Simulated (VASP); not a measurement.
# CaB6 (Pm-3m) in VASP: single point with PBE

Aim: the single point of CaB6 with PBE.

Program: VASP 6.6.1. These are calculated values, not measurements. Logs are shortened: lines on timing, memory, paths and dates and some standing lists are left out, and cuts for length are marked.

**Experimental background.**

From “Bulk Band Gaps in Divalent Hexaborides”, 2001, arxiv:cond-mat/0107429, for a bulk crystal of CaB6: band gap 1.15 eV.

How close the calculation comes is told below.

## (1) The cell of the first run

It takes space group Pm-3m (No. 221, cubic). The conventional cell has a = 4.145 Å, b = 4.145 Å, c = 4.145 Å, α = 90.00°, β = 90.00°, γ = 90.00°. Ca (site symmetry m-3m) has 24 B at 3.05 Å within 4.0 Å. Within 2.3 Å of B (site symmetry 4mm) lie 5 B at 1.72 Å.

## (2) Single point, PBE

Contents of INCAR:

```
PREC = Accurate ; ENCUT = 520
EDIFF = 1E-7 ; ISMEAR = -1
SIGMA = 0.05 ; LREAL = F
LASPH = T ; NELM = 60
ALGO = Normal ; ISIF = 2
LWAVE = F ; LCHARG = F
GGA = PE ; NBANDS = 23
```

Contents of KPOINTS:

```
regular mesh
0
Gamma
  6 6 6
```

Contents of POSCAR:

```
CaB6
1.0
    4.1450000000      0.0000000000      0.0000000000
    0.0000000000      4.1450000000      0.0000000000
    0.0000000000      0.0000000000      4.1450000000
Ca B
1 6
Direct
    0.5000000000      0.5000000000      0.5000000000
    0.0000000000      0.0000000000      0.2930000000
    0.0000000000      0.0000000000      0.7070000000
    0.2930000000      0.0000000000      0.0000000000
    0.7070000000      0.0000000000      0.0000000000
    0.0000000000      0.2930000000      0.0000000000
    0.0000000000      0.7070000000      0.0000000000
```

Potentials or basis: VASP PAW PBE potentials, release 64 (Ca_sv, B).

On the command line:

```console
> cat potpaw_PBE.64/Ca_sv/POTCAR potpaw_PBE.64/B/POTCAR > POTCAR
> mpirun -np 1 vasp_std > vasp.out
```

OUTCAR:

```text
PREC = Accurate
   ENCUT = 520
   EDIFF = 1E-7
   ISMEAR = -1
   LREAL = F
   LASPH = T
   NELM = 60
   ISIF = 2
   GGA = PE

 ion  position               nearest neighbor table
   1  0.500  0.500  0.500-
   2  0.000  0.000  0.293-   3 1.72   4 1.72   5 1.72   6 1.72   7 1.72
   3  0.000  0.000  0.707-   2 1.72   4 1.72   5 1.72   6 1.72   7 1.72
   4  0.293  0.000  0.000-   5 1.72   3 1.72   2 1.72   6 1.72   7 1.72
   5  0.707  0.000  0.000-   4 1.72   3 1.72   2 1.72   6 1.72   7 1.72
   6  0.000  0.293  0.000-   7 1.72   3 1.72   4 1.72   5 1.72   2 1.72
   7  0.000  0.707  0.000-   6 1.72   3 1.72   4 1.72   5 1.72   2 1.72

  LATTYP: Found a simple cubic cell.
 ALAT       =     4.1450000000

  Lattice vectors:

 A1 = (   4.1450000000,   0.0000000000,   0.0000000000)
 A2 = (   0.0000000000,   4.1450000000,   0.0000000000)
 A3 = (   0.0000000000,   0.0000000000,   4.1450000000)

Analysis of symmetry for initial positions (statically):
=====================================================================
 Subroutine PRICEL returns:
 Original cell was already a primitive cell.

 Routine SETGRP: Setting up the symmetry group for a
 simple cubic supercell.

 Subroutine GETGRP returns: Found 48 space group operations
 (whereof 48 operations were pure point group operations)
 out of a pool of 48 trial point group operations.

The static configuration has the point symmetry O_h .

Analysis of symmetry for dynamics (positions and initial velocities):
=====================================================================
 Subroutine PRICEL returns:
 Original cell was already a primitive cell.

 Routine SETGRP: Setting up the symmetry group for a
 simple cubic supercell.

 Subroutine GETGRP returns: Found 48 space group operations
 (whereof 48 operations were pure point group operations)
 out of a pool of 48 trial point group operations.

The dynamic configuration has the point symmetry O_h .

 Subroutine INISYM returns: Found 48 space group operations
 (whereof 48 operations are pure point group operations),
 and found     1 'primitive' translations

----------------------------------------------------------------------------------------

                                     Primitive cell

  volume of cell :      71.2153

  direct lattice vectors                    reciprocal lattice vectors
     4.145000000  0.000000000  0.000000000     0.241254524  0.000000000  0.000000000
     0.000000000  4.145000000  0.000000000     0.000000000  0.241254524  0.000000000
     0.000000000  0.000000000  4.145000000     0.000000000  0.000000000  0.241254524

  length of vectors
     4.145000000  4.145000000  4.145000000     0.241254524  0.241254524  0.241254524

  position of ions in fractional coordinates (direct lattice)
     0.500000000  0.500000000  0.500000000
     0.000000000  0.000000000  0.293000000
     0.000000000  0.000000000  0.707000000
     0.293000000  0.000000000  0.000000000
     0.707000000  0.000000000  0.000000000
     0.000000000  0.293000000  0.000000000
     0.000000000  0.707000000  0.000000000

  ion indices of the primitive-cell ions
   primitive index   ion index
                 1           1
                 2           2
                 3           3
                 4           4
                 5           5
                 6           6
                 7           7

----------------------------------------------------------------------------------------

 KPOINTS: regular mesh

Automatic generation of k-mesh.
 Grid dimensions read from file:
 generate k-points for:    6    6    6

 Generating k-lattice:

  Cartesian coordinates                     Fractional coordinates (reciprocal lattice)
     0.040209087  0.000000000  0.000000000     0.166666667  0.000000000  0.000000000
     0.000000000  0.040209087  0.000000000     0.000000000  0.166666667  0.000000000
     0.000000000  0.000000000  0.040209087     0.000000000  0.000000000  0.166666667

  Length of vectors
     0.040209087  0.040209087  0.040209087

  Shift w.r.t. Gamma in fractional coordinates (k-lattice)
     0.000000000  0.000000000  0.000000000

 Subroutine IBZKPT returns following result:
 ===========================================

 Found     20 irreducible k-points:

 Following reciprocal coordinates:
            Coordinates               Weight
  0.000000  0.000000  0.000000      1.000000
  0.166667  0.000000  0.000000      6.000000
  0.333333  0.000000  0.000000      6.000000
  0.500000  0.000000  0.000000      3.000000
  0.166667  0.166667  0.000000     12.000000
  0.333333  0.166667  0.000000     24.000000
[... 12 lines left out ...]
  0.500000  0.500000  0.333333      6.000000
  0.500000  0.500000  0.500000      1.000000
   k-points           NKPTS =     20   k-points in BZ     NKDIM =     20   number of bands    NBANDS=     23
   number of dos      NEDOS =    301   number of ions     NIONS =      7
   total plane-waves  NPLWV =  32768
   dimension x,y,z NGX =    32 NGY =   32 NGZ =   32
   dimension x,y,z NGXF=    64 NGYF=   64 NGZF=   64
   ions per type =               1   6
   NGX,Y,Z   is equivalent  to a cutoff of  12.83, 12.83, 12.83 a.u.
   NGXF,Y,Z  is equivalent  to a cutoff of  25.67, 25.67, 25.67 a.u.
 SYSTEM =  unknown system
   PREC   = accura    normal or accurate (medium, high low for compatibility)
   ISTART =      0    job   : 0-new  1-cont  2-samecut
   ICHARG =      2    charge: 1-file 2-atom 10-const
   ISPIN  =      1    spin polarized calculation?
   LNONCOLLINEAR =      F non collinear calculations
   LSORBIT =      F    spin-orbit coupling
   LASPH  =      T    aspherical Exc in radial PAW
   ENCUT  =  520.0 eV  38.22 Ry    6.18 a.u.   7.71  7.71  7.71*2*pi/ulx,y,z
   NELM   =     60;   NELMIN=  2; NELMDL= -5     # of ELM steps
   EDIFF  = 0.1E-06   stopping-criterion for ELM
   LREAL  =      F    real-space projection
   EDIFFG = 0.1E-05   stopping-criterion for IOM
   NSW    =      0    number of steps for IOM
   IBRION =     -1    ionic relax: 0-MD 1-quasi-New 2-CG
   NFREE  =      0    steps in history (QN), initial steepest desc. (CG)
   ISIF   =      2    stress and relaxation
   ISYM   =      2    0-nonsym 1-usesym 2-fastsym
   POTIM  = 0.5000    time-step for ionic-motion
   TEBEG  =    0.0;   TEEND  =   0.0 temperature during run
   PSTRESS=    0.0 pullay stress
   NELECT =      28.0000    total number of electrons
   NUPDOWN=      -1.0000    fix difference up-down
   EMIN   =  10.00;   EMAX   =-10.00  energy-range for DOS
   EFERMI =   0.00;   METHOD = LEGACY
   ISMEAR =    -1;   SIGMA  =   0.05  broadening in eV -4-tet -1-fermi 0-gaus
   EFERMI_NEDOS =   21; number of points for ismear=-14 and -15
   IALGO  =     38    algorithm
   IMIX   =      4    mixing-type and parameters
     AMIX     =   0.40;   BMIX     =  1.00
     AMIX_MAG =   1.60;   BMIX_MAG =  1.00
  volume/ion in A,a.u.               =      10.17        68.65
  Fermi-wavevector in a.u.,A,eV,Ry     =   1.199323  2.266393 19.570302  1.438377
  Thomas-Fermi vector in A             =   2.335189
   LORBIT       =      0    0 simple, 1 ext, 2 COOP (PROOUT), +10 PAW based schemes
   GGA     = PE    functional components
[... 5 lines left out ...]
 non-spin polarized calculation
  energy-cutoff  :      520.00
  volume of cell :       71.22
 maximum number of plane-waves:      1936
 NGX is ok and might be reduce to    32
   NGX = 15   NGY = 15   NGZ = 15

 number of electron      28.0000006 magnetization

 Free energy of the ion-electron system (eV)
  ---------------------------------------------------
  ext. energy  EPLUGINS =         0.00000000
  ---------------------------------------------------
  free energy    TOTEN  =       -44.92154486 eV

  energy without entropy =      -44.92027806  energy(sigma->0) =      -44.92091146

 E-fermi :   4.5915     XC(G=0): -10.5506

 val. band max:        4.4852727570   @ k =   0.5000   0.0000   0.0000
 cond. band min:       4.6828177710   @ k =   0.5000   0.0000   0.0000
 fundamental gap:      0.1975450141
 Fermi energy:         4.5915484655

 k-point     1 :       0.0000    0.0000    0.0000
  band No.  band energies     occupation
      1     -36.5836      2.00000
      2     -17.5639      2.00000
      3     -17.5639      2.00000
      4     -17.5639      2.00000
      5     -10.0808      2.00000
      6      -2.3001      2.00000
[... 15 lines left out ...]
     22       9.3138      0.00000
     23      10.6435      0.00000

 k-point     2 :       0.1667    0.0000    0.0000
  band No.  band energies     occupation
      1     -36.5830      2.00000
      2     -17.5783      2.00000
      3     -17.5622      2.00000
      4     -17.5622      2.00000
      5     -10.0020      2.00000
      6      -3.3808      2.00000
[... 15 lines left out ...]
     22       9.5003      0.00000
     23       9.8668      0.00000

 k-point     3 :       0.3333    0.0000    0.0000
  band No.  band energies     occupation
      1     -36.5819      2.00000
      2     -17.6071      2.00000
      3     -17.5589      2.00000
      4     -17.5589      2.00000
      5      -9.8296      2.00000
      6      -4.3957      2.00000
[... 15 lines left out ...]
     22      10.4765      0.00000
     23      10.6963      0.00000

 k-point     4 :       0.5000    0.0000    0.0000
  band No.  band energies     occupation
      1     -36.5813      2.00000
      2     -17.6213      2.00000
      3     -17.5573      2.00000
      4     -17.5573      2.00000
      5      -9.7342      2.00000
      6      -4.7853      2.00000
[... 15 lines left out ...]
     22      11.2955      0.00000
     23      11.2955      0.00000

 k-point     5 :       0.1667    0.1667    0.0000
  band No.  band energies     occupation
      1     -36.5825      2.00000
      2     -17.5775      2.00000
      3     -17.5751      2.00000
      4     -17.5606      2.00000
      5      -9.9304      2.00000
      6      -3.4693      2.00000
[... 15 lines left out ...]
     22      10.1471      0.00000
     23      10.4188      0.00000

 k-point     6 :       0.3333    0.1667    0.0000
  band No.  band energies     occupation
      1     -36.5813      2.00000
      2     -17.6044      2.00000
      3     -17.5723      2.00000
      4     -17.5574      2.00000
      5      -9.7749      2.00000
      6      -4.2741      2.00000
[... 15 lines left out ...]
     22      10.8321      0.00000
     23      10.9986      0.00000

 k-point     7 :       0.5000    0.1667    0.0000
  band No.  band energies     occupation
      1     -36.5807      2.00000
      2     -17.6183      2.00000
      3     -17.5703      2.00000
      4     -17.5557      2.00000
      5      -9.6894      2.00000
      6      -4.6432      2.00000
[... 249 lines left out ...]
     22      10.8573      0.00000
     23      11.8528      0.00000

 k-point    17 :       0.3333    0.3333    0.3333
  band No.  band energies     occupation
      1     -36.5785      2.00000
      2     -17.5938      2.00000
      3     -17.5913      2.00000
      4     -17.5913      2.00000
      5      -9.4913      2.00000
      6      -3.7752      2.00000
[... 15 lines left out ...]
     22      11.5512      0.00000
     23      11.5512      0.00000

 k-point    18 :       0.5000    0.3333    0.3333
  band No.  band energies     occupation
      1     -36.5779      2.00000
      2     -17.6046      2.00000
      3     -17.5906      2.00000
      4     -17.5891      2.00000
      5      -9.4300      2.00000
      6      -4.0200      2.00000
[... 15 lines left out ...]
     22      11.3693      0.00000
     23      11.4740      0.00000

 k-point    19 :       0.5000    0.5000    0.3333
  band No.  band energies     occupation
      1     -36.5774      2.00000
      2     -17.6021      2.00000
      3     -17.6021      2.00000
      4     -17.5877      2.00000
      5      -9.3696      2.00000
      6      -3.9054      2.00000
[... 15 lines left out ...]
     22      11.1633      0.00000
     23      11.1633      0.00000

 k-point    20 :       0.5000    0.5000    0.5000
  band No.  band energies     occupation
      1     -36.5768      2.00000
      2     -17.5997      2.00000
      3     -17.5997      2.00000
      4     -17.5997      2.00000
      5      -9.3057      2.00000
      6      -3.8283      2.00000
[... 15 lines left out ...]
     22      13.0448      0.00000
     23      13.0449      0.00000

------------------------ aborting loop because EDIFF is reached ----------------------------------------

  FORCE on cell =-STRESS in cart. coord.  units (eV):
  Direction    XX          YY          ZZ          XY          YZ          ZX
  --------------------------------------------------------------------------------------
  -------------------------------------------------------------------------------------
  Total        1.0419032      1.0419032      1.0419032     -0.0000000     -0.0000000     -0.0000000
  in kB       23.4403646     23.4403646     23.4403646     -0.0000000     -0.0000000     -0.0000000
  external PRESSURE =      23.4403646 kB  Pullay stress =       0.0000000 kB

 VOLUME and BASIS-vectors are now :
 -----------------------------------------------------------------------------
  energy-cutoff  :      520.00
  volume of cell :       71.22
      direct lattice vectors                 reciprocal lattice vectors
     4.145000000  0.000000000  0.000000000     0.241254524  0.000000000  0.000000000
     0.000000000  4.145000000  0.000000000     0.000000000  0.241254524  0.000000000
     0.000000000  0.000000000  4.145000000     0.000000000  0.000000000  0.241254524

 POSITION                                       TOTAL-FORCE (eV/Angst)
 -----------------------------------------------------------------------------------
      2.07250      2.07250      2.07250         0.000000      0.000000      0.000000
      0.00000      0.00000      1.21448         0.000000      0.000000      1.405553
      0.00000      0.00000      2.93052         0.000000     -0.000000     -1.405553
      1.21448      0.00000      0.00000         1.405553     -0.000000     -0.000000
      2.93052      0.00000      0.00000        -1.405553      0.000000      0.000000
      0.00000      1.21448      0.00000         0.000000      1.405553      0.000000
      0.00000      2.93052      0.00000        -0.000000     -1.405553     -0.000000
 -----------------------------------------------------------------------------------
    total drift:                                0.000000      0.000000     -0.000000

  FREE ENERGIE OF THE ION-ELECTRON SYSTEM (eV)
  ---------------------------------------------------
  free  energy   TOTEN  =       -44.9215448612 eV

  energy  without entropy=      -44.9202780608  energy(sigma->0) =      -44.92091146
```

It took 12 s on 1 thread of Intel Xeon 6975P-C (Granite Rapids), shared host; peak memory 0.18 GiB.

Results:

- Free energy: -44.9215 eV
- Pressure: 2.3 GPa
- Largest force: 1.406 eV/Å
- Band gap on the k mesh: 0.20 eV, direct

Forces in eV/Å, atoms in the order of the input:
```
Ca   0.000  0.000  0.000
B    0.000  0.000  1.406
B    0.000  0.000 -1.406
B    1.406  0.000  0.000
B   -1.406  0.000  0.000
B    0.000  1.406  0.000
B    0.000 -1.406  0.000
```

Caveat: forces of over 1 eV/Å act on the atoms, so gaps and moduli don't describe the material at rest.

## (3) Against experiment

Step 2. Measured gap of CaB6: 1.15 eV (“Bulk Band Gaps in Divalent Hexaborides”, 2001, arxiv:cond-mat/0107429). This calculation gives 0.20 eV (-0.95 eV). The value is that of PBE on a finite k mesh, which can miss the band edges, without temperature or zero-point motion. Semilocal functionals fall short of measured gaps as a rule.
